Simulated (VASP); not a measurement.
SnTe, 4 atoms in the cell. The structure is trigonal, space group P-3m1 (No. 164). The conventional cell has a = 4.513 Å, b = 4.513 Å, c = 7.509 Å, α = 90.00°, β = 90.00°, γ = 120.00°. Within 3.1 Å of Sn (site symmetry 3m) lie 1 Sn at 2.37 Å and 3 Te at 2.92 Å. Te (site symmetry 3m) has 3 Sn at 2.92 Å and 3 Te at 3.62 Å within 3.8 Å. The cell was built from a structure type or drawn by symmetry, and may not be a known phase.

* Program: VASP 6.6.1
* Task: relaxation of cell and atoms
* Functional: PBE
* Potentials or basis: VASP PAW PBE potentials, release 64 (Sn_d, Te)
* Cutoff: 600 eV
* k mesh: 6 × 6 × 2
* Occupations: gaussian, width 0.1 eV
* Spin: no spin polarisation
* Dipole correction: no
* Further INCAR settings: ALGO = Normal; EDIFF = 1e-07; IBRION = 2; EDIFFG = -0.04; NSW = 90; ISIF = 3

Potentials or basis: VASP PAW PBE potentials, release 64 (Sn_d, Te).

Run with:

```console
$ cat potpaw_PBE.64/Sn_d/POTCAR potpaw_PBE.64/Te/POTCAR > POTCAR
$ mpirun -np 1 vasp_std > vasp.out
```

Hardware: 1 thread of Intel(R) Xeon(R) Platinum 8488C (Sapphire Rapids), with other jobs on the host.

Task: How long does it take, and how much memory?

Result: It took 8.4 min on 1 thread of Intel(R) Xeon(R) Platinum 8488C (Sapphire Rapids), on a shared host, peak memory 0.29 GiB. Counts: scf iterations 208, k points 14, ion steps 19.
